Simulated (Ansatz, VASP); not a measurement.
KBr: VASP beside Ansatz

The input INCAR:

```
ALGO     = Normal         # electronic algorithm
EDIFF    = 1E-6           # SCF threshold, eV
ENCUT    = 520            # plane-wave cutoff, eV
GGA      = PE             # functional
ISIF     = 2              # what is computed and relaxed
ISMEAR   = 0              # smearing method
ISYM     = 0            
LASPH    = T              # aspherical terms in the spheres
LCHARG   = F              # write CHGCAR
LREAL    = Auto         
LWAVE    = F              # write WAVECAR
NBANDS   = 78             # bands
NELM     = 100            # most SCF steps
PREC     = Accurate       # precision mode
SIGMA    = 0.1            # smearing width, eV
```

The input KPOINTS:

```
k-points
0
Gamma
  1 1 1
```

File POSCAR:

```
KBr
1.0
    8.0869980000      0.0000000000      0.0000000000
    0.0000000000     -8.0869980000      0.0000000000
    0.0000000000      0.0000000000     -8.0869980000
K Br
8 8
Direct
    0.0000000000      0.5000000000      0.5000000000
    0.0000000000      0.5000000000      0.0000000000
    0.0000000000      0.0000000000      0.5000000000
    0.0000000000      0.0000000000      0.0000000000
    0.5000000000      0.5000000000      0.5000000000
    0.5000000000      0.5000000000      0.0000000000
    0.5000000000      0.0000000000      0.5000000000
    0.5000000000      0.0000000000      0.0000000000
    0.2500000000      0.2500000000      0.2500000000
    0.2500000000      0.2500000000      0.7500000000
    0.2500000000      0.7500000000      0.2500000000
    0.2500000000      0.7500000000      0.7500000000
    0.7500000000      0.2500000000      0.2500000000
    0.7500000000      0.2500000000      0.7500000000
    0.7500000000      0.7500000000      0.2500000000
    0.7500000000      0.7500000000      0.7500000000
```

Input for Ansatz:

```yaml
crystal:
  lattice:
    - [8.086998, 0.0, 0.0]
    - [0.0, -8.086998, 0.0]
    - [0.0, 0.0, -8.086998]
  atoms:
    - { symbol: K, position: [0.0, 0.5, 0.5] }
    - { symbol: K, position: [0.0, 0.5, 0.0] }
    - { symbol: K, position: [0.0, 0.0, 0.5] }
    - { symbol: K, position: [0.0, 0.0, 0.0] }
    - { symbol: K, position: [0.5, 0.5, 0.5] }
    - { symbol: K, position: [0.5, 0.5, 0.0] }
    - { symbol: K, position: [0.5, 0.0, 0.5] }
    - { symbol: K, position: [0.5, 0.0, 0.0] }
    - { symbol: Br, position: [0.25, 0.25, 0.25] }
    - { symbol: Br, position: [0.25, 0.25, 0.75] }
    - { symbol: Br, position: [0.25, 0.75, 0.25] }
    - { symbol: Br, position: [0.25, 0.75, 0.75] }
    - { symbol: Br, position: [0.75, 0.25, 0.25] }
    - { symbol: Br, position: [0.75, 0.25, 0.75] }
    - { symbol: Br, position: [0.75, 0.75, 0.25] }
    - { symbol: Br, position: [0.75, 0.75, 0.75] }
  symmetry: { detect: false }
basis:
  ecutwfc: 420
kpoints:
  mp_grid: { grid: [1, 1, 1], shift: [0.0, 0.0, 0.0] }
hamiltonian:
  xc: pbe
scf:
  occupations: { method: gaussian, width: 0.1 }
output:
  forces: true
  stress: true
  eigenvalues: true
```

Alike in both runs: task single point; functional PBE; k mesh 1 × 1 × 1; occupations gaussian, width 0.1 eV; no spin polarisation.

```csv
,VASP,Ansatz
version,VASP 6.6.1,Ansatz 0.2.0
potentials or method,"VASP PAW PBE potentials, release 64 (K_sv, Br), cutoff 520 eV","scalar-relativistic, plane waves, PAW"
valence electrons in the cell,128,128
```

VASP gave:

* gap on the k mesh at the Fermi level (eV): 3.76
* least direct gap on the mesh (eV): 3.76
* pressure (GPa): 1.5

Question: Estimate Ansatz's values.

Answer: gap on the k mesh at the Fermi level (eV): 3.76; least direct gap on the mesh (eV): 3.76; pressure (GPa): 1.4.

The functional is the same, so the differences come from potentials, cutoffs and numerics.

The k mesh is coarse, so the values compare programs but aren't converged.
